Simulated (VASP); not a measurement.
# Be4C (P4/mmm) in VASP: further runs

Be4C is run at these levels: PBE; tasks: single point, relaxation of cell and atoms.

All numbers are computed with VASP 6.6.1; they aren't measurements. Logs are shortened: lines on timing, memory, paths and dates and some standing lists are left out, and cuts for length are marked.

### 1 The cell of the first run

It takes space group P4/mmm (No. 123, tetragonal). The conventional cell has a = 3.085 Å, b = 3.085 Å, c = 4.294 Å, α = 90.00°, β = 90.00°, γ = 90.00°. Be (site symmetry 2mm) has 2 C at 1.88 Å and 6 Be at 2.15 to 2.18 Å within 2.5 Å. Within 2.5 Å of C (site symmetry 4/mmm) lie 8 Be at 1.88 Å.

### 2 Single point, PBE (atoms taken out)

File INCAR:

```
PREC = Accurate ; ENCUT = 600
EDIFF = 1E-6 ; ISMEAR = 0
SIGMA = 0.1 ; LREAL = F
LASPH = T ; NELM = 120
ALGO = Normal ; ISIF = 2
LWAVE = F ; LCHARG = T
GGA = PE ; LELF = T
LVHAR = T ; NBANDS = 14
GGA_COMPAT = F
```

File KPOINTS:

```
regular mesh
0
Gamma
  12 12 10
```

File POSCAR:

```
Be4C
1.0
    3.0852638128      0.0000000000      0.0000000000
    0.0000000000      3.0852638128      0.0000000000
    0.0000000000      0.0000000000      4.2941361255
Be C
4 1
Direct
    0.5000000000      0.0000000000      0.2502137104
    0.0000000000      0.5000000000      0.7497862896
    0.5000000000      0.0000000000      0.7497862896
    0.0000000000      0.5000000000      0.2502137104
    0.0000000000      0.0000000000      0.0000000000
```

Potentials or basis: VASP PAW PBE potentials, release 64 (Be, C).

Started as:

```sh
> cat potpaw_PBE.64/Be/POTCAR potpaw_PBE.64/C/POTCAR > POTCAR
> mpirun -np 1 vasp_std > vasp.out
```

OUTCAR:

```text
PREC = Accurate
   ENCUT = 600
   EDIFF = 1E-6
   ISMEAR = 0
   LREAL = F
   LASPH = T
   NELM = 120
   ISIF = 2
   GGA = PE

 ion  position               nearest neighbor table
   1  0.500  0.000  0.250-   5 1.88   5 1.88   3 2.15   3 2.15   4 2.18   4 2.18   4 2.18   4 2.18

   2  0.000  0.500  0.750-   5 1.88   5 1.88   4 2.15   4 2.15   3 2.18   3 2.18   3 2.18   3 2.18

   3  0.500  0.000  0.750-   5 1.88   5 1.88   1 2.15   1 2.15   2 2.18   2 2.18   2 2.18   2 2.18

   4  0.000  0.500  0.250-   5 1.88   5 1.88   2 2.15   2 2.15   1 2.18   1 2.18   1 2.18   1 2.18

   5  0.000  0.000  0.000-   1 1.88   2 1.88   3 1.88   4 1.88   2 1.88   4 1.88   1 1.88   3 1.88

  LATTYP: Found a simple tetragonal cell.
 ALAT       =     3.0852638128
 C/A-ratio  =     1.3918213761

  Lattice vectors:

 A1 = (   3.0852638128,   0.0000000000,   0.0000000000)
 A2 = (   0.0000000000,   3.0852638128,   0.0000000000)
 A3 = (   0.0000000000,   0.0000000000,   4.2941361255)

Analysis of symmetry for initial positions (statically):
=====================================================================
 Subroutine PRICEL returns:
 Original cell was already a primitive cell.

 Routine SETGRP: Setting up the symmetry group for a
 simple tetragonal supercell.

 Subroutine GETGRP returns: Found 16 space group operations
 (whereof 16 operations were pure point group operations)
 out of a pool of 16 trial point group operations.

The static configuration has the point symmetry D_4h.

Analysis of symmetry for dynamics (positions and initial velocities):
=====================================================================
 Subroutine PRICEL returns:
 Original cell was already a primitive cell.

 Routine SETGRP: Setting up the symmetry group for a
 simple tetragonal supercell.

 Subroutine GETGRP returns: Found 16 space group operations
 (whereof 16 operations were pure point group operations)
 out of a pool of 16 trial point group operations.

The dynamic configuration has the point symmetry D_4h.

 Subroutine INISYM returns: Found 16 space group operations
 (whereof 16 operations are pure point group operations),
 and found     1 'primitive' translations

----------------------------------------------------------------------------------------

                                     Primitive cell

  volume of cell :      40.8752

  direct lattice vectors                    reciprocal lattice vectors
     3.085263813  0.000000000  0.000000000     0.324121391  0.000000000  0.000000000
     0.000000000  3.085263813  0.000000000     0.000000000  0.324121391  0.000000000
     0.000000000  0.000000000  4.294136125     0.000000000  0.000000000  0.232875710

  length of vectors
     3.085263813  3.085263813  4.294136125     0.324121391  0.324121391  0.232875710

  position of ions in fractional coordinates (direct lattice)
     0.500000000  0.000000000  0.250213710
     0.000000000  0.500000000  0.749786290
     0.500000000  0.000000000  0.749786290
     0.000000000  0.500000000  0.250213710
     0.000000000  0.000000000  0.000000000

  ion indices of the primitive-cell ions
   primitive index   ion index
                 1           1
                 2           2
                 3           3
                 4           4
                 5           5

----------------------------------------------------------------------------------------

 KPOINTS: regular mesh

Automatic generation of k-mesh.
 Grid dimensions read from file:
 generate k-points for:   12   12   10

 Generating k-lattice:

  Cartesian coordinates                     Fractional coordinates (reciprocal lattice)
     0.027010116  0.000000000  0.000000000     0.083333333  0.000000000  0.000000000
     0.000000000  0.027010116  0.000000000     0.000000000  0.083333333  0.000000000
     0.000000000  0.000000000  0.023287571     0.000000000  0.000000000  0.100000000

  Length of vectors
     0.027010116  0.027010116  0.023287571

  Shift w.r.t. Gamma in fractional coordinates (k-lattice)
     0.000000000  0.000000000  0.000000000

 Subroutine IBZKPT returns following result:
 ===========================================

 Found    168 irreducible k-points:

 Following reciprocal coordinates:
            Coordinates               Weight
  0.000000  0.000000  0.000000      1.000000
  0.083333  0.000000  0.000000      4.000000
  0.166667  0.000000  0.000000      4.000000
  0.250000  0.000000  0.000000      4.000000
  0.333333  0.000000  0.000000      4.000000
  0.416667  0.000000  0.000000      4.000000
[... 16 lines left out ...]
  0.333333  0.333333  0.000000      4.000000
  0.416667  0.333333  0.000000      8.000000
 [... further k-points ...]
   k-points           NKPTS =    168   k-points in BZ     NKDIM =    168   number of bands    NBANDS=     14
   number of dos      NEDOS =    301   number of ions     NIONS =      5
   total plane-waves  NPLWV =  28224
   dimension x,y,z NGX =    28 NGY =   28 NGZ =   36
   dimension x,y,z NGXF=    56 NGYF=   56 NGZF=   72
   ions per type =               4   1
   NGX,Y,Z   is equivalent  to a cutoff of  15.09, 15.09, 13.94 a.u.
   NGXF,Y,Z  is equivalent  to a cutoff of  30.17, 30.17, 27.87 a.u.
 SYSTEM =  unknown system
   PREC   = accura    normal or accurate (medium, high low for compatibility)
   ISTART =      0    job   : 0-new  1-cont  2-samecut
   ICHARG =      2    charge: 1-file 2-atom 10-const
   ISPIN  =      1    spin polarized calculation?
   LNONCOLLINEAR =      F non collinear calculations
   LSORBIT =      F    spin-orbit coupling
   LASPH  =      T    aspherical Exc in radial PAW
   ENCUT  =  600.0 eV  44.10 Ry    6.64 a.u.   6.16  6.16  8.58*2*pi/ulx,y,z
   NELM   =    120;   NELMIN=  2; NELMDL= -5     # of ELM steps
   EDIFF  = 0.1E-05   stopping-criterion for ELM
   LREAL  =      F    real-space projection
   EDIFFG = 0.1E-04   stopping-criterion for IOM
   NSW    =      0    number of steps for IOM
   IBRION =     -1    ionic relax: 0-MD 1-quasi-New 2-CG
   NFREE  =      0    steps in history (QN), initial steepest desc. (CG)
   ISIF   =      2    stress and relaxation
   ISYM   =      2    0-nonsym 1-usesym 2-fastsym
   POTIM  = 0.5000    time-step for ionic-motion
   TEBEG  =    0.0;   TEEND  =   0.0 temperature during run
   PSTRESS=    0.0 pullay stress
   NELECT =      12.0000    total number of electrons
   NUPDOWN=      -1.0000    fix difference up-down
   EMIN   =  10.00;   EMAX   =-10.00  energy-range for DOS
   EFERMI =   0.00;   METHOD = LEGACY
   ISMEAR =     0;   SIGMA  =   0.10  broadening in eV -4-tet -1-fermi 0-gaus
   EFERMI_NEDOS =   21; number of points for ismear=-14 and -15
   IALGO  =     38    algorithm
   IMIX   =      4    mixing-type and parameters
     AMIX     =   0.40;   BMIX     =  1.00
     AMIX_MAG =   1.60;   BMIX_MAG =  1.00
  volume/ion in A,a.u.               =       8.18        55.17
  Fermi-wavevector in a.u.,A,eV,Ry     =   1.088049  2.056114 16.107265  1.183851
  Thomas-Fermi vector in A             =   2.224222
   LORBIT       =      0    0 simple, 1 ext, 2 COOP (PROOUT), +10 PAW based schemes
   GGA     = PE    functional components
   LHFCALC =     F    Hartree Fock is set to
   AEXX    =    0.0000 exact exchange contribution
   IVDW    =     0    specifies the selected vdW correction
   LEPSILON=     F    determine dielectric tensor
   LRPA    =     F    only Hartree local field effects (RPA)
 non-spin polarized calculation
 Gauss-broadening in eV      SIGMA  =   0.10
  energy-cutoff  :      600.00
  volume of cell :       40.88
 maximum number of plane-waves:      1388
 NGX is ok and might be reduce to    28
   NGX = 13   NGY = 13   NGZ = 17

 number of electron      11.9999999 magnetization

 Free energy of the ion-electron system (eV)
  ---------------------------------------------------
  ext. energy  EPLUGINS =         0.00000000
  ---------------------------------------------------
  free energy    TOTEN  =       -22.17767759 eV

  energy without entropy =      -22.16937928  energy(sigma->0) =      -22.17352844

 E-fermi :   6.7540     XC(G=0): -10.6170

 val. band max:        6.7532499922   @ k =   0.4167   0.1667   0.0000
 cond. band min:       6.7719210245   @ k =   0.2500   0.2500   0.4000
 fundamental gap:      0.0186710323
 Fermi energy:         6.7540281694

 k-point     1 :       0.0000    0.0000    0.0000
  band No.  band energies     occupation
      1      -8.0540      2.00000
      2       0.0582      2.00000
      3       0.7904      2.00000
      4       2.3011      2.00000
      5       2.3011      2.00000
      6       8.2573      0.00000
      7      10.2615      0.00000
      8      10.9785      0.00000
      9      10.9785      0.00000
     10      12.0887      0.00000
     11      12.2521      0.00000
     12      12.2521      0.00000
     13      13.0814      0.00000
     14      18.7250      0.00000

 k-point     2 :       0.0833    0.0000    0.0000
  band No.  band energies     occupation
      1      -7.9892      2.00000
      2       0.1326      2.00000
      3       0.8185      2.00000
      4       1.8638      2.00000
      5       2.3669      2.00000
      6       8.5824      0.00000
      7      10.0856      0.00000
      8      10.1215      0.00000
      9      11.0809      0.00000
     10      11.8368      0.00000
     11      12.1990      0.00000
     12      12.9792      0.00000
     13      13.6833      0.00000
     14      18.4033      0.00000
[... 343 lines left out ...]
      1      -6.3609      2.00000
      2      -0.7411      2.00000
      3       0.2337      2.00000
      4       1.2542      2.00000
      5       2.6117      2.00000
      6       5.4187      2.00000
      7       6.9118      0.02570
      8       7.0041      0.00041
      9      10.3946      0.00000
     10      12.1939      0.00000
     11      14.6275      0.00000
     12      15.0931      0.00000
     13      16.7202      0.00000
     14      16.8645      0.00000

 k-point    24 :       0.4167    0.3333    0.0000
  band No.  band energies     occupation
      1      -6.0968      2.00000
      2      -1.0601      2.00000
      3       0.3621      2.00000
      4       1.2800      2.00000
      5       2.6919      2.00000
      6       5.0517      2.00000
      7       6.5227      1.99893
      8       6.9291      0.01327
      9       9.9798      0.00000
     10      12.5029      0.00000
     11      13.7883      0.00000
     12      14.1949      0.00000
     13      17.0001      0.00000
     14      18.1859      0.00000

 [... further k-points ...]
[... 5 lines left out ...]
  --------------------------------------------------------------------------------------
  -------------------------------------------------------------------------------------
  Total        0.0415266      0.0415266      0.0439808      0.0000000      0.0000000      0.0000000
  in kB        1.6277089      1.6277089      1.7239055      0.0000000      0.0000000      0.0000000
  external PRESSURE =       1.6597744 kB  Pullay stress =       0.0000000 kB

 VOLUME and BASIS-vectors are now :
 -----------------------------------------------------------------------------
  energy-cutoff  :      600.00
  volume of cell :       40.88
      direct lattice vectors                 reciprocal lattice vectors
     3.085263813  0.000000000  0.000000000     0.324121391  0.000000000  0.000000000
     0.000000000  3.085263813  0.000000000     0.000000000  0.324121391  0.000000000
     0.000000000  0.000000000  4.294136125     0.000000000  0.000000000  0.232875710

 POSITION                                       TOTAL-FORCE (eV/Angst)
 -----------------------------------------------------------------------------------
      1.54263      0.00000      1.07445         0.000000     -0.000000      0.020370
      0.00000      1.54263      3.21968         0.000000      0.000000     -0.020370
      1.54263      0.00000      3.21968         0.000000      0.000000     -0.020370
      0.00000      1.54263      1.07445         0.000000      0.000000      0.020370
      0.00000      0.00000      0.00000         0.000000      0.000000      0.000000
 -----------------------------------------------------------------------------------
    total drift:                               -0.000000     -0.000000     -0.000000

  FREE ENERGIE OF THE ION-ELECTRON SYSTEM (eV)
  ---------------------------------------------------
  free  energy   TOTEN  =       -22.1776775935 eV

  energy  without entropy=      -22.1693792808  energy(sigma->0) =      -22.17352844
```

Wall time 40 s (1 thread of Intel Xeon 6975P-C (Granite Rapids), shared host); peak memory 0.24 GiB.

What came out:

- Free energy: -22.1777 eV
- Pressure: 0.2 GPa
- Largest force: 0.020 eV/Å
- Band gap on the k mesh: zero (bands 6 and 7 overlap by 3.34 eV)

Forces on the atoms (eV/Å):
```
Be   0.000  0.000  0.020
Be   0.000  0.000 -0.020
Be   0.000  0.000 -0.020
Be   0.000  0.000  0.020
C    0.000  0.000  0.000
```

Caveat: the cell differs from its parent crystal (atoms taken out).

### 3 Relaxation of cell and atoms, PBE (atoms taken out)

File INCAR:

```
SYSTEM = Be4C
ALGO = Normal ; EDIFF = 1E-7
EDIFFG = -0.01 ; ENCUT = 600
GGA = PE ; GGA_COMPAT = .FALSE.
IBRION = 2 ; ISIF = 3
ISMEAR = 0 ; LASPH = .TRUE.
LCHARG = .FALSE. ; LREAL = .FALSE.
LWAVE = .FALSE. ; NELM = 120
NELMIN = 4 ; NSW = 100
PREC = Accurate ; SIGMA = 0.1
```

File KPOINTS:

```
k-points
0
G
  12 12 10
  0 0 0
```

File POSCAR:

```
Be4C
1.0
    3.0747646541      0.0000000000      0.0000000000
    0.0000000000      3.0747646541      0.0000000000
    0.0000000000      0.0000000000      4.3148653640
Be C
4 1
Direct
    0.5000000000      0.0000000000      0.2502638123
    0.0000000000      0.5000000000      0.7497361877
    0.5000000000      0.0000000000      0.7497361877
    0.0000000000      0.5000000000      0.2502638123
    0.0000000000      0.0000000000      0.0000000000
```

Potentials or basis: VASP PAW PBE potentials, release 64 (Be, C).

Started as:

```sh
> cat potpaw_PBE.64/Be/POTCAR potpaw_PBE.64/C/POTCAR > POTCAR
> mpirun -np 1 vasp_std > vasp.out
```

Run time: 1.9 min. Hardware: 1 thread of Intel Xeon 6975P-C (Granite Rapids), shared host; peak memory 0.23 GiB.

Results (log left out):

```yaml
Free_energy: -22.1777 eV
Relaxed_volume: 8.18 Å³/atom
Relaxed_cell: a = 3.087 Å, b = 3.087 Å, c = 4.294 Å, α = 90.00°, β = 90.00°, γ = 90.00°
Space_group_after_relaxing_to_0.1_Å: P4/mmm (No. 123)
Energy_gained_by_relaxing: 0.2 meV/atom
Ionic_steps: 7
Pressure_after_relaxing: 0.0 GPa
Band_gap_on_the_k_mesh: zero (bands 6 and 7 overlap by 3.35 eV)
```

Forces on the atoms (eV/Å):
```
Be   0.000  0.000 -0.002
Be   0.000  0.000  0.002
Be   0.000  0.000  0.002
Be   0.000  0.000 -0.002
C    0.000  0.000  0.000
```

Step by step:
| step | energy change (eV) | largest force (eV/Å) | pressure (GPa) | volume (Å³) |
| --- | --- | --- | --- | --- |
| 1 | 0.0000 | 0.0078 | 0.46 | 40.79 |
| 2 | -0.0006 | 0.0009 | 0.00 | 40.93 |
| 3 | -0.0007 | 0.0065 | -0.26 | 41.01 |
| 4 | -0.0009 | 0.0122 | -0.11 | 40.97 |
| 5 | -0.0010 | 0.0168 | 0.00 | 40.93 |
| 6 | -0.0010 | 0.0174 | 0.01 | 40.93 |
| 7 | -0.0010 | 0.0020 | 0.00 | 40.92 |

Final structure:
```
CELL_PARAMETERS angstrom
3.08697 0.00000 0.00000
0.00000 3.08697 0.00000
0.00000 0.00000 4.29388
ATOMIC_POSITIONS crystal
Be 0.50000 0.00000 0.25050
Be 0.00000 0.50000 0.74950
Be 0.50000 0.00000 0.74950
Be 0.00000 0.50000 0.25050
C 0.00000 0.00000 0.00000
```

Levels at points of the mesh, in eV from the Fermi level:
```tsv
k point	band 2	band 3	band 4	band 5	band 6	band 7	band 8	band 9	band 10
(0.00, 0.00, 0.00)	-6.69	-5.96	-4.44	-4.44	1.50	3.50	4.23	4.23	5.34
(0.50, 0.00, 0.00)	-9.29	-5.43	-3.35	-3.21	-3.19	-0.26	3.47	4.99	5.46
(0.50, 0.50, 0.00)	-7.01	-7.01	-5.46	-5.40	-0.50	-0.50	0.32	1.27	5.84
(0.00, 0.00, 0.50)	-9.30	-4.09	-4.09	-1.50	1.34	1.52	1.52	3.74	4.35
(0.50, 0.00, 0.50)	-8.84	-7.43	-5.31	-3.00	0.63	2.70	4.36	4.87	4.90
(0.50, 0.50, 0.50)	-6.92	-6.92	-6.77	-3.81	-3.19	-1.13	-1.13	5.68	7.87
```

Caveat: the cell differs from its parent crystal (atoms taken out).

The gap in the log of VASP goes by the Fermi energy; the results here count the filled bands.